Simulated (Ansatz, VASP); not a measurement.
**As: VASP beside Ansatz**

```
CELL_PARAMETERS angstrom
1.42576 -4.35006 0.00000
1.42576 4.35006 0.00000
0.00000 0.00000 3.69152
ATOMIC_POSITIONS crystal
As 0.90382 0.09618 0.25000
As 0.09618 0.90382 0.75000
```

Alike in both runs: functional PBE; k mesh 20 × 20 × 16; occupations gaussian, width 0.1 eV; no spin polarisation.

Ansatz relaxed the structure, and its values are those at the end. VASP's run is a single point on that final structure, the one shown.

|  | VASP | Ansatz |
| --- | --- | --- |
| version | VASP 6.6.1 | Ansatz 0.2.0 |
| potentials or method | VASP PAW PBE potentials, release 64 (As_d), cutoff 600 eV | scalar-relativistic, plane waves, PAW |
| valence electrons in the cell | 30 | 30 |

|  | VASP | Ansatz | Ansatz less VASP |
| --- | --- | --- | --- |
| gap on the k mesh at the Fermi level (eV) | none | none | - |
| pressure (GPa) | 0.0 | 0.0 | -0.06 |
| rms of the force components (eV/Å) | 0.003 | 0.003 | +0.0002 |

A gap of «none» marks a metal or a gap that the smearing closes. With one functional, cell and mesh, what is left measures potentials, basis and numerics.
